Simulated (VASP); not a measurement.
# SnSe (Fm-3m) in VASP: further runs

The runs below take SnSe through single point, with PBEsol.

Everything below comes from runs of VASP 6.6.1. Logs are shortened: lines on timing, memory, paths and dates and some standing lists are left out, and cuts for length are marked.

### Step 1. The cell of the first run

It takes space group Fm-3m (No. 225, cubic). Conventional cell: a = 5.970 Å, b = 5.970 Å, c = 5.970 Å, α = 90.00°, β = 90.00°, γ = 90.00°. Within 3.9 Å of Sn (site symmetry m-3m) lie 6 Se at 2.98 Å. Se (site symmetry m-3m) has 6 Sn at 2.98 Å within 3.9 Å.

### Step 2. Single point, PBEsol

INCAR

```
SYSTEM = SnSe
PREC = Accurate ; ENCUT = 500
EDIFF = 1E-6 ; ISMEAR = 0
SIGMA = 0.01 ; LREAL = .False.
LASPH = .True. ; NELM = 120
ALGO = Normal ; ISIF = 2
LWAVE = .False. ; LCHARG = .False.
GGA = PS ; NBANDS = 17
GGA_COMPAT = .False.
```

KPOINTS

```
Automatic mesh
0
Gamma
  5 5 5
  0 0 0
```

POSCAR

```
SnSe
1.0
    0.0000000000      2.9848894956      2.9848894956
    2.9848894956      0.0000000000      2.9848894956
    2.9848894956      2.9848894956      0.0000000000
Sn Se
1 1
Direct
    0.0000000000      0.0000000000      0.0000000000
    0.5000000000      0.5000000000      0.5000000000
```

Potentials or basis: VASP PAW PBE potentials, release 64 (Sn_d, Se).

Run with:

```sh
$ cat potpaw_PBE.64/Sn_d/POTCAR potpaw_PBE.64/Se/POTCAR > POTCAR
$ mpirun -np 1 vasp_std > vasp.out
```

OUTCAR:

```text
SYSTEM = SnSe
   PREC = Accurate
   ENCUT = 500
   EDIFF = 1E-6
   ISMEAR = 0
   LREAL = .False.
   LASPH = .True.
   NELM = 120
   ISIF = 2
   GGA = PS

 ion  position               nearest neighbor table
   1  0.000  0.000  0.000-   2 2.98   2 2.98   2 2.98   2 2.98   2 2.98   2 2.98
   2  0.500  0.500  0.500-   1 2.98   1 2.98   1 2.98   1 2.98   1 2.98   1 2.98

  LATTYP: Found a face centered cubic cell.
 ALAT       =     5.9697789912

  Lattice vectors:

 A1 = (   0.0000000000,   2.9848894956,   2.9848894956)
 A2 = (   2.9848894956,   0.0000000000,   2.9848894956)
 A3 = (   2.9848894956,   2.9848894956,   0.0000000000)

Analysis of symmetry for initial positions (statically):
=====================================================================
 Subroutine PRICEL returns:
 Original cell was already a primitive cell.

 Routine SETGRP: Setting up the symmetry group for a
 face centered cubic supercell.

 Subroutine GETGRP returns: Found 48 space group operations
 (whereof 48 operations were pure point group operations)
 out of a pool of 48 trial point group operations.

The static configuration has the point symmetry O_h .

Analysis of symmetry for dynamics (positions and initial velocities):
=====================================================================
 Subroutine PRICEL returns:
 Original cell was already a primitive cell.

 Routine SETGRP: Setting up the symmetry group for a
 face centered cubic supercell.

 Subroutine GETGRP returns: Found 48 space group operations
 (whereof 48 operations were pure point group operations)
 out of a pool of 48 trial point group operations.

The dynamic configuration has the point symmetry O_h .

 Subroutine INISYM returns: Found 48 space group operations
 (whereof 48 operations are pure point group operations),
 and found     1 'primitive' translations

----------------------------------------------------------------------------------------

                                     Primitive cell

  volume of cell :      53.1881

  direct lattice vectors                    reciprocal lattice vectors
     0.000000000  2.984889496  2.984889496    -0.167510389  0.167510389  0.167510389
     2.984889496  0.000000000  2.984889496     0.167510389 -0.167510389  0.167510389
     2.984889496  2.984889496  0.000000000     0.167510389  0.167510389 -0.167510389

  length of vectors
     4.221271207  4.221271207  4.221271207     0.290136504  0.290136504  0.290136504

  position of ions in fractional coordinates (direct lattice)
     0.000000000  0.000000000  0.000000000
     0.500000000  0.500000000  0.500000000

  ion indices of the primitive-cell ions
   primitive index   ion index
                 1           1
                 2           2

----------------------------------------------------------------------------------------

 KPOINTS: Automatic mesh

Automatic generation of k-mesh.
 Grid dimensions read from file:
 generate k-points for:    5    5    5

 Generating k-lattice:

  Cartesian coordinates                     Fractional coordinates (reciprocal lattice)
    -0.033502078  0.033502078  0.033502078     0.200000000  0.000000000  0.000000000
     0.033502078 -0.033502078  0.033502078     0.000000000  0.200000000  0.000000000
     0.033502078  0.033502078 -0.033502078     0.000000000  0.000000000  0.200000000

  Length of vectors
     0.058027301  0.058027301  0.058027301

  Shift w.r.t. Gamma in fractional coordinates (k-lattice)
     0.000000000  0.000000000  0.000000000

 Subroutine IBZKPT returns following result:
 ===========================================

 Found     10 irreducible k-points:

 Following reciprocal coordinates:
            Coordinates               Weight
  0.000000  0.000000  0.000000      1.000000
  0.200000  0.000000  0.000000      8.000000
  0.400000  0.000000  0.000000      8.000000
  0.200000  0.200000  0.000000      6.000000
  0.400000  0.200000  0.000000     24.000000
 -0.400000  0.200000  0.000000     24.000000
 -0.200000  0.200000  0.000000     12.000000
  0.400000  0.400000  0.000000      6.000000
 -0.400000  0.400000  0.000000     12.000000
 -0.400000  0.400000  0.200000     24.000000
   k-points           NKPTS =     10   k-points in BZ     NKDIM =     10   number of bands    NBANDS=     17
   number of dos      NEDOS =    301   number of ions     NIONS =      2
   total plane-waves  NPLWV =  32768
   dimension x,y,z NGX =    32 NGY =   32 NGZ =   32
   dimension x,y,z NGXF=    64 NGYF=   64 NGZF=   64
   ions per type =               1   1
   NGX,Y,Z   is equivalent  to a cutoff of  12.60, 12.60, 12.60 a.u.
   NGXF,Y,Z  is equivalent  to a cutoff of  25.21, 25.21, 25.21 a.u.
 SYSTEM =  SnSe
   PREC   = accura    normal or accurate (medium, high low for compatibility)
   ISTART =      0    job   : 0-new  1-cont  2-samecut
   ICHARG =      2    charge: 1-file 2-atom 10-const
   ISPIN  =      1    spin polarized calculation?
   LNONCOLLINEAR =      F non collinear calculations
   LSORBIT =      F    spin-orbit coupling
   LASPH  =      T    aspherical Exc in radial PAW
   ENCUT  =  500.0 eV  36.75 Ry    6.06 a.u.   7.70  7.70  7.70*2*pi/ulx,y,z
   NELM   =    120;   NELMIN=  2; NELMDL= -5     # of ELM steps
   EDIFF  = 0.1E-05   stopping-criterion for ELM
   LREAL  =      F    real-space projection
   EDIFFG = 0.1E-04   stopping-criterion for IOM
   NSW    =      0    number of steps for IOM
   IBRION =     -1    ionic relax: 0-MD 1-quasi-New 2-CG
   NFREE  =      0    steps in history (QN), initial steepest desc. (CG)
   ISIF   =      2    stress and relaxation
   ISYM   =      2    0-nonsym 1-usesym 2-fastsym
   POTIM  = 0.5000    time-step for ionic-motion
   TEBEG  =    0.0;   TEEND  =   0.0 temperature during run
   PSTRESS=    0.0 pullay stress
   NELECT =      20.0000    total number of electrons
   NUPDOWN=      -1.0000    fix difference up-down
   EMIN   =  10.00;   EMAX   =-10.00  energy-range for DOS
   EFERMI =   0.00;   METHOD = LEGACY
   ISMEAR =     0;   SIGMA  =   0.01  broadening in eV -4-tet -1-fermi 0-gaus
   EFERMI_NEDOS =   21; number of points for ismear=-14 and -15
   IALGO  =     38    algorithm
   IMIX   =      4    mixing-type and parameters
     AMIX     =   0.40;   BMIX     =  1.00
     AMIX_MAG =   1.60;   BMIX_MAG =  1.00
  volume/ion in A,a.u.               =      26.59       179.47
  Fermi-wavevector in a.u.,A,eV,Ry     =   1.181626  2.232949 18.996987  1.396239
  Thomas-Fermi vector in A             =   2.317895
   LORBIT       =      0    0 simple, 1 ext, 2 COOP (PROOUT), +10 PAW based schemes
   GGA     = PS    functional components
   LHFCALC =     F    Hartree Fock is set to
   AEXX    =    0.0000 exact exchange contribution
   IVDW    =     0    specifies the selected vdW correction
   LEPSILON=     F    determine dielectric tensor
   LRPA    =     F    only Hartree local field effects (RPA)
 non-spin polarized calculation
 Gauss-broadening in eV      SIGMA  =   0.01
  energy-cutoff  :      500.00
  volume of cell :       53.19
 maximum number of plane-waves:      1363
   NGX = 15   NGY = 15   NGZ = 15

 number of electron      20.0000008 magnetization

 Free energy of the ion-electron system (eV)
  ---------------------------------------------------
  ext. energy  EPLUGINS =         0.00000000
  ---------------------------------------------------
  free energy    TOTEN  =        -9.01234040 eV

  energy without entropy =       -9.01234040  energy(sigma->0) =       -9.01234040

 E-fermi :   5.7389     XC(G=0):  -9.8949

 val. band max:        5.6580712633   @ k =  -0.2000   0.2000   0.0000
 cond. band min:       6.4787519858   @ k =  -0.2000   0.2000   0.0000
 fundamental gap:      0.8206807224
 Fermi energy:         5.7388947277

 k-point     1 :       0.0000    0.0000    0.0000
  band No.  band energies     occupation
      1     -15.7791      2.00000
      2     -15.7791      2.00000
      3     -15.7781      2.00000
      4     -15.7781      2.00000
      5     -15.7781      2.00000
      6      -8.3332      2.00000
[... 9 lines left out ...]
     16      11.4936      0.00000
     17      13.7392      0.00000

 k-point     2 :       0.2000    0.0000    0.0000
  band No.  band energies     occupation
      1     -15.7821      2.00000
      2     -15.7821      2.00000
      3     -15.7772      2.00000
      4     -15.7732      2.00000
      5     -15.7732      2.00000
      6      -8.0490      2.00000
[... 9 lines left out ...]
     16      12.3966      0.00000
     17      16.2120      0.00000

 k-point     3 :       0.4000    0.0000    0.0000
  band No.  band energies     occupation
      1     -15.7872      2.00000
      2     -15.7872      2.00000
      3     -15.7757      2.00000
      4     -15.7650      2.00000
      5     -15.7650      2.00000
      6      -7.4625      2.00000
[... 9 lines left out ...]
     16      14.7130      0.00000
     17      16.8584      0.00000

 k-point     4 :       0.2000    0.2000    0.0000
  band No.  band energies     occupation
      1     -15.7879      2.00000
      2     -15.7807      2.00000
      3     -15.7761      2.00000
      4     -15.7713      2.00000
      5     -15.7713      2.00000
      6      -7.9536      2.00000
[... 9 lines left out ...]
     16      13.8496      0.00000
     17      14.4058      0.00000

 k-point     5 :       0.4000    0.2000    0.0000
  band No.  band energies     occupation
      1     -15.7948      2.00000
      2     -15.7789      2.00000
      3     -15.7789      2.00000
      4     -15.7666      2.00000
      5     -15.7635      2.00000
      6      -7.4552      2.00000
[... 9 lines left out ...]
     16      15.7922      0.00000
     17      16.9368      0.00000

 k-point     6 :      -0.4000    0.2000    0.0000
  band No.  band energies     occupation
      1     -15.7933      2.00000
      2     -15.7834      2.00000
      3     -15.7728      2.00000
      4     -15.7671      2.00000
      5     -15.7638      2.00000
      6      -7.2111      2.00000
[... 9 lines left out ...]
     16      14.7045      0.00000
     17      17.5426      0.00000

 k-point     7 :      -0.2000    0.2000    0.0000
  band No.  band energies     occupation
      1     -15.7856      2.00000
      2     -15.7843      2.00000
      3     -15.7753      2.00000
      4     -15.7708      2.00000
      5     -15.7672      2.00000
      6      -7.6497      2.00000
[... 9 lines left out ...]
     16      15.1423      0.00000
     17      15.5470      0.00000

 k-point     8 :       0.4000    0.4000    0.0000
  band No.  band energies     occupation
      1     -15.8082      2.00000
      2     -15.7849      2.00000
      3     -15.7712      2.00000
      4     -15.7601      2.00000
      5     -15.7601      2.00000
      6      -7.1882      2.00000
[... 9 lines left out ...]
     16      17.1703      0.00000
     17      18.0399      0.00000

 k-point     9 :      -0.4000    0.4000    0.0000
  band No.  band energies     occupation
      1     -15.8065      2.00000
      2     -15.7807      2.00000
      3     -15.7744      2.00000
      4     -15.7616      2.00000
      5     -15.7598      2.00000
      6      -7.0265      2.00000
[... 9 lines left out ...]
     16      16.1931      0.00000
     17      17.9734      0.00000

 k-point    10 :      -0.4000    0.4000    0.2000
  band No.  band energies     occupation
      1     -15.8000      2.00000
      2     -15.7786      2.00000
      3     -15.7760      2.00000
      4     -15.7672      2.00000
      5     -15.7602      2.00000
      6      -7.1029      2.00000
[... 9 lines left out ...]
     16      16.9636      0.00000
     17      17.0376      0.00000

------------------------ aborting loop because EDIFF is reached ----------------------------------------

  FORCE on cell =-STRESS in cart. coord.  units (eV):
  Direction    XX          YY          ZZ          XY          YZ          ZX
  --------------------------------------------------------------------------------------
  -------------------------------------------------------------------------------------
  Total       -0.2745123     -0.2745123     -0.2745123      0.0000000     -0.0000000      0.0000000
  in kB       -8.2690877     -8.2690877     -8.2690877      0.0000000     -0.0000000      0.0000000
  external PRESSURE =      -8.2690877 kB  Pullay stress =       0.0000000 kB

 VOLUME and BASIS-vectors are now :
 -----------------------------------------------------------------------------
  energy-cutoff  :      500.00
  volume of cell :       53.19
      direct lattice vectors                 reciprocal lattice vectors
     0.000000000  2.984889496  2.984889496    -0.167510389  0.167510389  0.167510389
     2.984889496  0.000000000  2.984889496     0.167510389 -0.167510389  0.167510389
     2.984889496  2.984889496  0.000000000     0.167510389  0.167510389 -0.167510389

 POSITION                                       TOTAL-FORCE (eV/Angst)
 -----------------------------------------------------------------------------------
      0.00000      0.00000      0.00000         0.000000     -0.000000      0.000000
      2.98489      2.98489      2.98489        -0.000000      0.000000     -0.000000
 -----------------------------------------------------------------------------------
    total drift:                                0.000000     -0.000000     -0.000000

  FREE ENERGIE OF THE ION-ELECTRON SYSTEM (eV)
  ---------------------------------------------------
  free  energy   TOTEN  =        -9.0123404042 eV

  energy  without entropy=       -9.0123404042  energy(sigma->0) =       -9.01234040
```

Wall time 13 s (1 thread of AMD EPYC 7R43 (Zen 3), shared host); peak memory 0.13 GiB.

Results:

- Free energy: -9.0123 eV
- Pressure: -0.8 GPa

Caveat: this odd mesh misses L, so gap, dielectric constants and Born charges aren't listed; the PAW data sets were made with another functional, which shifts forces and pressure a little; spin-orbit coupling is left out, which moves the levels of the heavy elements.

### Step 3. Single point, PBEsol

INCAR

```
SYSTEM = SnSe
ALGO = Normal
EDIFF = 1E-6
ENCUT = 500
GGA = PS
GGA_COMPAT = .False.
ISIF = 2
ISMEAR = 0
LASPH = .True.
LCHARG = .False.
LREAL = .False.
LWAVE = .False.
NBANDS = 17
NELM = 120
PREC = Accurate
SIGMA = 0.01
```

KPOINTS

```
k-points
0
Gamma
  6 6 6
  0 0 0
```

POSCAR is that of step 2.

Potentials or basis: VASP PAW PBE potentials, release 64 (Sn_d, Se).

Run with:

```sh
$ cat potpaw_PBE.64/Sn_d/POTCAR potpaw_PBE.64/Se/POTCAR > POTCAR
$ mpirun -np 1 vasp_std > vasp.out
```

Wall time 19 s (1 thread of AMD EPYC 7R43 (Zen 3), shared host); peak memory 0.13 GiB.

Results (log left out):

```
Free energy            : -9.0061 eV
Pressure               : -1.0 GPa
Band gap on the k mesh : 0.76 eV
```

Levels at points of the mesh, in eV from the valence-band top:
```
           k point  band 6  band 7  band 8  band 9  band 10  band 11  band 12  band 13  band 14  band 15
(0.00, 0.00, 0.00)  -13.96   -4.93   -2.16   -2.16    -2.16     4.48     4.48     4.48     5.88     5.88
(0.50, 0.00, 0.00)  -12.97   -8.11   -1.91   -1.91     0.00     0.76     1.30     1.30     8.29    10.25
(0.50, 0.50, 0.00)  -12.66   -5.94   -5.58   -3.67    -3.67     2.94     5.56     5.56     6.19    10.64
```

Caveat: the PAW data sets were made with another functional, which shifts forces and pressure a little; spin-orbit coupling is left out, which moves the levels of the heavy elements.
